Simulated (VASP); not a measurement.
# Cd2TeI2 (P4/mmm) in VASP: a series of runs

The runs below take Cd2TeI2 through single point, relaxation of cell and atoms, with PBE.

Everything below comes from runs of VASP 6.6.1. Logs are shortened: lines on timing, memory, paths and dates and some standing lists are left out, and cuts for length are marked.

## Step 1: The cell of the first run

The structure is tetragonal, space group P4/mmm (No. 123). The conventional cell has a = 4.202 Å, b = 4.202 Å, c = 10.335 Å, α = 90.00°, β = 90.00°, γ = 90.00°. Within 3.9 Å of Cd (site symmetry 4/mmm) lie 4 Te at 2.97 Å. Within 4.5 Å of Cd (site symmetry 4/mmm) lie 8 I at 3.44 Å and 4 Cd at 4.20 Å. Within 3.9 Å of Te (site symmetry 4/mmm) lie 4 Cd at 2.97 Å and 2 I at 3.44 Å. I (site symmetry 4mm) has 4 Cd at 3.44 Å and 1 Te at 3.44 Å and 5 I at 3.46 to 4.20 Å within 4.5 Å.

## Step 2: Single point, PBE

File INCAR:

```
ALGO     = Normal         # electronic algorithm
EDIFF    = 1E-6           # SCF threshold, eV
ENCUT    = 520            # plane-wave cutoff, eV
GGA      = PE             # functional
ISIF     = 2              # what is computed and relaxed
ISMEAR   = 0              # smearing method
LASPH    = T              # aspherical terms in the spheres
LCHARG   = F              # write CHGCAR
LREAL    = F              # projectors in reciprocal space
LWAVE    = F              # write WAVECAR
NBANDS   = 30             # bands
NELM     = 60             # most SCF steps
PREC     = Accurate       # precision mode
SIGMA    = 0.1            # smearing width, eV
```

File KPOINTS:

```
k-points
0
Gamma
  4 4 2
```

File POSCAR:

```
Cd2TeI2
1.0
    4.2019778963      0.0000000000      0.0000000000
    0.0000000000      4.2019778963      0.0000000000
    0.0000000000      0.0000000000     10.3349390126
Cd Te I
2 1 2
Direct
    0.5000000000      0.5000000000      0.0000000000
    0.5000000000      0.5000000000      0.5000000000
    0.0000000000      0.0000000000      0.0000000000
    0.0000000000      0.0000000000      0.3326716894
    0.0000000000      0.0000000000      0.6673283106
```

Potentials or basis: VASP PAW PBE potentials, release 64 (Cd, Te, I).

Run with:

```bash
> cat potpaw_PBE.64/Cd/POTCAR potpaw_PBE.64/Te/POTCAR potpaw_PBE.64/I/POTCAR > POTCAR
> mpirun -np 1 vasp_std > vasp.out
```

OUTCAR:

```text
EDIFF = 1E-6
   ENCUT = 520
   GGA = PE
   ISIF = 2
   ISMEAR = 0
   LASPH = T
   LREAL = F
   NELM = 60
   PREC = Accurate

 ion  position               nearest neighbor table
   1  0.500  0.500  0.000-   3 2.97   3 2.97   3 2.97   3 2.97
   2  0.500  0.500  0.500-   4 3.44   5 3.44   4 3.44   5 3.44   4 3.44   5 3.44   4 3.44   5 3.44

   3  0.000  0.000  0.000-   1 2.97   1 2.97   1 2.97   1 2.97   5 3.44   4 3.44
   4  0.000  0.000  0.333-   2 3.44   2 3.44   2 3.44   2 3.44   3 3.44   5 3.46
   5  0.000  0.000  0.667-   2 3.44   2 3.44   2 3.44   2 3.44   3 3.44   4 3.46

  LATTYP: Found a simple tetragonal cell.
 ALAT       =     4.2019778963
 C/A-ratio  =     2.4595414987

  Lattice vectors:

 A1 = (   4.2019778963,   0.0000000000,   0.0000000000)
 A2 = (   0.0000000000,   4.2019778963,   0.0000000000)
 A3 = (   0.0000000000,   0.0000000000,  10.3349390126)

Analysis of symmetry for initial positions (statically):
=====================================================================
 Subroutine PRICEL returns:
 Original cell was already a primitive cell.

 Routine SETGRP: Setting up the symmetry group for a
 simple tetragonal supercell.

 Subroutine GETGRP returns: Found 16 space group operations
 (whereof 16 operations were pure point group operations)
 out of a pool of 16 trial point group operations.

The static configuration has the point symmetry D_4h.

Analysis of symmetry for dynamics (positions and initial velocities):
=====================================================================
 Subroutine PRICEL returns:
 Original cell was already a primitive cell.

 Routine SETGRP: Setting up the symmetry group for a
 simple tetragonal supercell.

 Subroutine GETGRP returns: Found 16 space group operations
 (whereof 16 operations were pure point group operations)
 out of a pool of 16 trial point group operations.

The dynamic configuration has the point symmetry D_4h.

 Subroutine INISYM returns: Found 16 space group operations
 (whereof 16 operations are pure point group operations),
 and found     1 'primitive' translations

----------------------------------------------------------------------------------------

                                     Primitive cell

  volume of cell :     182.4801

  direct lattice vectors                    reciprocal lattice vectors
     4.201977896  0.000000000  0.000000000     0.237983165  0.000000000  0.000000000
     0.000000000  4.201977896  0.000000000     0.000000000  0.237983165  0.000000000
     0.000000000  0.000000000 10.334939013     0.000000000  0.000000000  0.096759158

  length of vectors
     4.201977896  4.201977896 10.334939013     0.237983165  0.237983165  0.096759158

  position of ions in fractional coordinates (direct lattice)
     0.500000000  0.500000000  0.000000000
     0.500000000  0.500000000  0.500000000
     0.000000000  0.000000000  0.000000000
     0.000000000  0.000000000  0.332671689
     0.000000000  0.000000000  0.667328311

  ion indices of the primitive-cell ions
   primitive index   ion index
                 1           1
                 2           2
                 3           3
                 4           4
                 5           5

----------------------------------------------------------------------------------------

 KPOINTS: k-points

Automatic generation of k-mesh.
 Grid dimensions read from file:
 generate k-points for:    4    4    2

 Generating k-lattice:

  Cartesian coordinates                     Fractional coordinates (reciprocal lattice)
     0.059495791  0.000000000  0.000000000     0.250000000  0.000000000  0.000000000
     0.000000000  0.059495791  0.000000000     0.000000000  0.250000000  0.000000000
     0.000000000  0.000000000  0.048379579     0.000000000  0.000000000  0.500000000

  Length of vectors
     0.059495791  0.059495791  0.048379579

  Shift w.r.t. Gamma in fractional coordinates (k-lattice)
     0.000000000  0.000000000  0.000000000

 Subroutine IBZKPT returns following result:
 ===========================================

 Found     12 irreducible k-points:

 Following reciprocal coordinates:
            Coordinates               Weight
  0.000000  0.000000  0.000000      1.000000
  0.250000  0.000000  0.000000      4.000000
  0.500000  0.000000  0.000000      2.000000
  0.250000  0.250000  0.000000      4.000000
  0.500000  0.250000  0.000000      4.000000
  0.500000  0.500000  0.000000      1.000000
  0.000000  0.000000  0.500000      1.000000
  0.250000  0.000000  0.500000      4.000000
  0.500000  0.000000  0.500000      2.000000
  0.250000  0.250000  0.500000      4.000000
  0.500000  0.250000  0.500000      4.000000
  0.500000  0.500000  0.500000      1.000000
   k-points           NKPTS =     12   k-points in BZ     NKDIM =     12   number of bands    NBANDS=     30
   number of dos      NEDOS =    301   number of ions     NIONS =      5
   total plane-waves  NPLWV =  81920
   dimension x,y,z NGX =    32 NGY =   32 NGZ =   80
   dimension x,y,z NGXF=    64 NGYF=   64 NGZF=  160
   ions per type =               2   1   2
   NGX,Y,Z   is equivalent  to a cutoff of  12.66, 12.66, 12.87 a.u.
   NGXF,Y,Z  is equivalent  to a cutoff of  25.32, 25.32, 25.74 a.u.
 SYSTEM =  unknown system
   PREC   = accura    normal or accurate (medium, high low for compatibility)
   ISTART =      0    job   : 0-new  1-cont  2-samecut
   ICHARG =      2    charge: 1-file 2-atom 10-const
   ISPIN  =      1    spin polarized calculation?
   LNONCOLLINEAR =      F non collinear calculations
   LSORBIT =      F    spin-orbit coupling
   LASPH  =      T    aspherical Exc in radial PAW
   ENCUT  =  520.0 eV  38.22 Ry    6.18 a.u.   7.81  7.81 19.22*2*pi/ulx,y,z
   NELM   =     60;   NELMIN=  2; NELMDL= -5     # of ELM steps
   EDIFF  = 0.1E-05   stopping-criterion for ELM
   LREAL  =      F    real-space projection
   EDIFFG = 0.1E-04   stopping-criterion for IOM
   NSW    =      0    number of steps for IOM
   IBRION =     -1    ionic relax: 0-MD 1-quasi-New 2-CG
   NFREE  =      0    steps in history (QN), initial steepest desc. (CG)
   ISIF   =      2    stress and relaxation
   ISYM   =      2    0-nonsym 1-usesym 2-fastsym
   POTIM  = 0.5000    time-step for ionic-motion
   TEBEG  =    0.0;   TEEND  =   0.0 temperature during run
   PSTRESS=    0.0 pullay stress
   NELECT =      44.0000    total number of electrons
   NUPDOWN=      -1.0000    fix difference up-down
   EMIN   =  10.00;   EMAX   =-10.00  energy-range for DOS
   EFERMI =   0.00;   METHOD = LEGACY
   ISMEAR =     0;   SIGMA  =   0.10  broadening in eV -4-tet -1-fermi 0-gaus
   EFERMI_NEDOS =   21; number of points for ismear=-14 and -15
   IALGO  =     38    algorithm
   IMIX   =      4    mixing-type and parameters
     AMIX     =   0.40;   BMIX     =  1.00
     AMIX_MAG =   1.60;   BMIX_MAG =  1.00
  volume/ion in A,a.u.               =      36.50       246.29
  Fermi-wavevector in a.u.,A,eV,Ry     =   1.018952  1.925541 14.126440  1.038264
  Thomas-Fermi vector in A             =   2.152439
   LORBIT       =      0    0 simple, 1 ext, 2 COOP (PROOUT), +10 PAW based schemes
   GGA     = PE    functional components
   LHFCALC =     F    Hartree Fock is set to
   AEXX    =    0.0000 exact exchange contribution
   IVDW    =     0    specifies the selected vdW correction
   LEPSILON=     F    determine dielectric tensor
   LRPA    =     F    only Hartree local field effects (RPA)
 non-spin polarized calculation
 Gauss-broadening in eV      SIGMA  =   0.10
  energy-cutoff  :      520.00
  volume of cell :      182.48
 maximum number of plane-waves:      4928
 NGX is ok and might be reduce to    32
   NGX = 15   NGY = 15   NGZ = 39

 number of electron      44.0000019 magnetization

 Free energy of the ion-electron system (eV)
  ---------------------------------------------------
  ext. energy  EPLUGINS =         0.00000000
  ---------------------------------------------------
  free energy    TOTEN  =        -8.03253593 eV

  energy without entropy =       -8.02698740  energy(sigma->0) =       -8.02976166

 E-fermi :   2.9401     XC(G=0):  -8.5144

 val. band max:        2.9245017396   @ k =   0.0000   0.0000   0.5000
 cond. band min:       3.0294718973   @ k =   0.5000   0.2500   0.5000
 fundamental gap:      0.1049701577
 Fermi energy:         2.9400691202

 k-point     1 :       0.0000    0.0000    0.0000
  band No.  band energies     occupation
      1     -10.1669      2.00000
      2      -9.5920      2.00000
      3      -8.6555      2.00000
      4      -5.9313      2.00000
      5      -5.9006      2.00000
      6      -5.8304      2.00000
[... 22 lines left out ...]
     29       8.8981      0.00000
     30       8.9324      0.00000

 k-point     2 :       0.2500    0.0000    0.0000
  band No.  band energies     occupation
      1     -10.0379      2.00000
      2      -9.5074      2.00000
      3      -8.3567      2.00000
      4      -5.9973      2.00000
      5      -5.9158      2.00000
      6      -5.8632      2.00000
[... 22 lines left out ...]
     29       8.4726      0.00000
     30       8.8659      0.00000

 k-point     3 :       0.5000    0.0000    0.0000
  band No.  band energies     occupation
      1      -9.8986      2.00000
      2      -9.4187      2.00000
      3      -7.9590      2.00000
      4      -6.0881      2.00000
      5      -6.0465      2.00000
      6      -5.8953      2.00000
[... 22 lines left out ...]
     29       7.9371      0.00000
     30       8.5278      0.00000

 k-point     4 :       0.2500    0.2500    0.0000
  band No.  band energies     occupation
      1      -9.9312      2.00000
      2      -9.4142      2.00000
      3      -8.2164      2.00000
      4      -6.0290      2.00000
      5      -5.8612      2.00000
      6      -5.8528      2.00000
[... 22 lines left out ...]
     29       7.6576      0.00000
     30       8.7966      0.00000

 k-point     5 :       0.5000    0.2500    0.0000
  band No.  band energies     occupation
      1      -9.8177      2.00000
      2      -9.3156      2.00000
      3      -8.0805      2.00000
      4      -5.9416      2.00000
      5      -5.8816      2.00000
      6      -5.8476      2.00000
[... 22 lines left out ...]
     29       8.9308      0.00000
     30       9.0596      0.00000

 k-point     6 :       0.5000    0.5000    0.0000
  band No.  band energies     occupation
      1      -9.7334      2.00000
      2      -9.2051      2.00000
      3      -8.1753      2.00000
      4      -5.8687      2.00000
      5      -5.8687      2.00000
      6      -5.8637      2.00000
[... 22 lines left out ...]
     29       7.9922      0.00000
     30       7.9922      0.00000

 k-point     7 :       0.0000    0.0000    0.5000
  band No.  band energies     occupation
      1     -10.1228      2.00000
      2      -9.6870      2.00000
      3      -8.5883      2.00000
      4      -5.9313      2.00000
      5      -5.9006      2.00000
      6      -5.8304      2.00000
[... 22 lines left out ...]
     29       8.6818      0.00000
     30       8.6818      0.00000

 k-point     8 :       0.2500    0.0000    0.5000
  band No.  band energies     occupation
      1      -9.9990      2.00000
      2      -9.5832      2.00000
      3      -8.3042      2.00000
      4      -5.9973      2.00000
      5      -5.9153      2.00000
      6      -5.8643      2.00000
[... 22 lines left out ...]
     29       8.4640      0.00000
     30       8.8008      0.00000

 k-point     9 :       0.5000    0.0000    0.5000
  band No.  band energies     occupation
      1      -9.8654      2.00000
      2      -9.4772      2.00000
      3      -7.9184      2.00000
      4      -6.0881      2.00000
      5      -6.0465      2.00000
      6      -5.8967      2.00000
[... 22 lines left out ...]
     29       7.8763      0.00000
     30       8.5918      0.00000

 k-point    10 :       0.2500    0.2500    0.5000
  band No.  band energies     occupation
      1      -9.8947      2.00000
      2      -9.4839      2.00000
      3      -8.1685      2.00000
      4      -6.0290      2.00000
      5      -5.8624      2.00000
      6      -5.8528      2.00000
[... 22 lines left out ...]
     29       7.7444      0.00000
     30       9.2500      0.00000

 k-point    11 :       0.5000    0.2500    0.5000
  band No.  band energies     occupation
      1      -9.7837      2.00000
      2      -9.3792      2.00000
      3      -8.0377      2.00000
      4      -5.9416      2.00000
      5      -5.8830      2.00000
      6      -5.8476      2.00000
[... 22 lines left out ...]
     29       8.9872      0.00000
     30       9.1258      0.00000

 k-point    12 :       0.5000    0.5000    0.5000
  band No.  band energies     occupation
      1      -9.6984      2.00000
      2      -9.2756      2.00000
      3      -8.1274      2.00000
      4      -5.8686      2.00000
      5      -5.8686      2.00000
      6      -5.8636      2.00000
[... 22 lines left out ...]
     29       9.0823      0.00000
     30       9.0823      0.00000

------------------------ aborting loop because EDIFF is reached ----------------------------------------

  FORCE on cell =-STRESS in cart. coord.  units (eV):
  Direction    XX          YY          ZZ          XY          YZ          ZX
  --------------------------------------------------------------------------------------
  -------------------------------------------------------------------------------------
  Total        0.0806169      0.0806169     -0.1783457      0.0000000     -0.0000000      0.0000000
  in kB        0.7078178      0.7078178     -1.5658779      0.0000000     -0.0000000      0.0000000
  external PRESSURE =      -0.0500808 kB  Pullay stress =       0.0000000 kB

 VOLUME and BASIS-vectors are now :
 -----------------------------------------------------------------------------
  energy-cutoff  :      520.00
  volume of cell :      182.48
      direct lattice vectors                 reciprocal lattice vectors
     4.201977896  0.000000000  0.000000000     0.237983165  0.000000000  0.000000000
     0.000000000  4.201977896  0.000000000     0.000000000  0.237983165  0.000000000
     0.000000000  0.000000000 10.334939013     0.000000000  0.000000000  0.096759158

 POSITION                                       TOTAL-FORCE (eV/Angst)
 -----------------------------------------------------------------------------------
      2.10099      2.10099      0.00000         0.000000     -0.000000      0.000000
      2.10099      2.10099      5.16747         0.000000     -0.000000      0.000000
      0.00000      0.00000      0.00000         0.000000     -0.000000      0.000000
      0.00000      0.00000      3.43814         0.000000      0.000000      0.010674
      0.00000      0.00000      6.89680        -0.000000      0.000000     -0.010674
 -----------------------------------------------------------------------------------
    total drift:                                0.000000     -0.000000     -0.000000

  FREE ENERGIE OF THE ION-ELECTRON SYSTEM (eV)
  ---------------------------------------------------
  free  energy   TOTEN  =        -8.0325359259 eV

  energy  without entropy=       -8.0269873966  energy(sigma->0) =       -8.02976166
```

Wall time 1.8 min (1 thread of Oxide Virtual Turin-like, shared host); peak memory 0.26 GiB.

What came out:

| Item | Value |
| --- | --- |
| Free energy | -8.0325 eV |
| Pressure | 0.0 GPa |
| Largest force | 0.011 eV/Å |
| Band gap on the k mesh | zero (band 22 reaches 3.67 eV, above the bottom of band 23 at 1.60 eV) |

Forces in eV/Å, atoms in the order of the input:
```
Cd   0.000  0.000  0.000
Cd   0.000  0.000  0.000
Te   0.000  0.000  0.000
I    0.000  0.000  0.011
I    0.000  0.000 -0.011
```

Caveat: the k points lie up to 0.37 Å⁻¹ apart; spin-orbit coupling is left out, which moves the levels of the heavy elements.

## Step 3: Single point, PBE

This run uses another cell than the first one, of 39.63 Å³/atom, 1.086 times its volume.

File INCAR:

```
SYSTEM = Cd2TeI2
PREC = Accurate ; ENCUT = 520
EDIFF = 1E-6 ; ISMEAR = 0
SIGMA = 0.1 ; LREAL = .FALSE.
LASPH = .TRUE. ; NELM = 60
ALGO = Normal ; ISIF = 2
LWAVE = .FALSE. ; LCHARG = .TRUE.
GGA = PE ; LELF = .TRUE.
LVHAR = .TRUE. ; NBANDS = 30
```

File KPOINTS:

```
Automatic mesh
0
G
  4 4 2
  0 0 0
```

File POSCAR:

```
Cd2TeI2
1.0
    5.0319798900      0.0000000000      0.0000000000
    0.0000000000      5.0319798900      0.0000000000
    0.0000000000      0.0000000000      7.8248208600
Cd Te I
2 1 2
Direct
    0.5000000000      0.5000000000      0.0000000000
    0.5000000000      0.5000000000      0.5000000000
    0.0000000000      0.0000000000      0.0000000000
    0.0000000000      0.0000000000      0.3530678300
    0.0000000000      0.0000000000      0.6469321700
```

Potentials or basis: VASP PAW PBE potentials, release 64 (Cd, Te, I).

Run with:

```bash
> cat potpaw_PBE.64/Cd/POTCAR potpaw_PBE.64/Te/POTCAR potpaw_PBE.64/I/POTCAR > POTCAR
> mpirun -np 1 vasp_std > vasp.out
```

It took 92 s on 1 thread of Oxide Virtual Turin-like, shared host; peak memory 0.3 GiB.

Results (log left out):

```yaml
Free_energy: -3.8583 eV
Pressure: 8.6 GPa
Largest_force: 10.165 eV/Å
Band_gap_on_the_k_mesh: zero (band 22 reaches 3.32 eV, above the bottom of band 23 at 1.56 eV)
```

Forces on the atoms (eV/Å):
```
Cd    0.000   0.000   0.000
Cd    0.000   0.000   0.000
Te    0.000   0.000   0.000
I     0.000   0.000 -10.165
I     0.000   0.000  10.165
```

Stress tensor (GPa, compression positive):
```
-0.91  0.00  0.00
 0.00 -0.91  0.00
 0.00  0.00 27.56
```

Levels at points of the mesh, in eV from the Fermi level:
```tsv
k point	band 20	band 21	band 22	band 23	band 24	band 25
(0.00, 0.00, 0.00)	-2.09	-1.63	-1.63	-1.14	1.05	3.27
(0.50, 0.00, 0.00)	-2.06	-1.24	-0.95	1.07	1.24	2.31
(0.50, 0.50, 0.00)	-2.49	-2.42	-2.42	-1.01	1.40	3.96
(0.00, 0.00, 0.50)	-2.09	-0.59	-0.59	1.06	2.23	3.46
(0.50, 0.00, 0.50)	-0.79	-0.35	0.62	0.94	1.64	1.83
(0.50, 0.50, 0.50)	-1.98	-1.11	-1.11	1.19	2.28	3.64
```

Caveat: the k points lie up to 0.40 Å⁻¹ apart; spin-orbit coupling is left out, which moves the levels of the heavy elements; forces of over 1 eV/Å act on the atoms, so gaps and moduli don't describe the material at rest.

(Continued in part 2 of 3.)
